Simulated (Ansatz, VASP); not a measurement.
## Be2Si: VASP beside Ansatz

Contents of INCAR:

```
ALGO = Normal ; EDIFF = 1E-6
ENCUT = 520 ; GGA = PE
ISIF = 2 ; ISMEAR = 0
ISPIN = 2 ; LASPH = True
LCHARG = False ; LORBIT = 11
LREAL = False ; LWAVE = False
MAGMOM = 0 0 1 ; NBANDS = 15
NELM = 150 ; PREC = Accurate
SIGMA = 0.1
```

File KPOINTS:

```
k-points
0
Gamma
  1 1 1
```

The input POSCAR:

```
Be2Si
1.0
    0.0000000000      2.6400000000      2.6400000000
    2.6400000000      0.0000000000      2.6400000000
    2.6400000000      2.6400000000      0.0000000000
Be Si
2 1
Direct
    0.7500000000      0.7500000000      0.7500000000
    0.2500000000      0.2500000000      0.2500000000
    0.0000000000      0.0000000000      0.0000000000
```

Input for Ansatz:

```yaml
crystal:
  lattice:
    - [0.0, 2.64, 2.64]
    - [2.64, 0.0, 2.64]
    - [2.64, 2.64, 0.0]
  atoms:
    - { symbol: Be, position: [0.75, 0.75, 0.75] }
    - { symbol: Be, position: [0.25, 0.25, 0.25] }
    - { symbol: Si, position: [0.0, 0.0, 0.0], spin: 1.0 }
basis:
  ecutwfc: 420
kpoints:
  mp_grid: { grid: [1, 1, 1] }
hamiltonian:
  xc: pbe
scf:
  occupations: { method: gaussian, width: 0.1 }
  lower_state_search: "off"
output:
  forces: true
  stress: true
  eigenvalues: true
  populations: true
magnetization:
  spin_polarized: true
```

Alike in both runs: task single point; functional PBE; k mesh 1 × 1 × 1; occupations gaussian, width 0.1 eV; collinear spin.

|  | VASP | Ansatz |
| --- | --- | --- |
| version | VASP 6.6.1 | Ansatz 0.2.0 |
| potentials or method | VASP PAW PBE potentials, release 64 (Be, Si), cutoff 520 eV | scalar-relativistic, plane waves, PAW |
| valence electrons in the cell | 8 | 8 |

```csv
,VASP,Ansatz,Ansatz less VASP
gap on the k mesh at the Fermi level (eV),2.90,2.89,-0.011
least direct gap on the mesh (eV),2.90,2.89,-0.011
net moment per atom (μB),2.00,2.00,0.000
size of the moment on the site where the two differ most (μB),1.20,1.35,+0.144
```

Site moments also hang on the region over which each program counts them. Ansatz's warnings: stability check not made.

The k mesh is coarse, so the values compare programs but aren't converged.
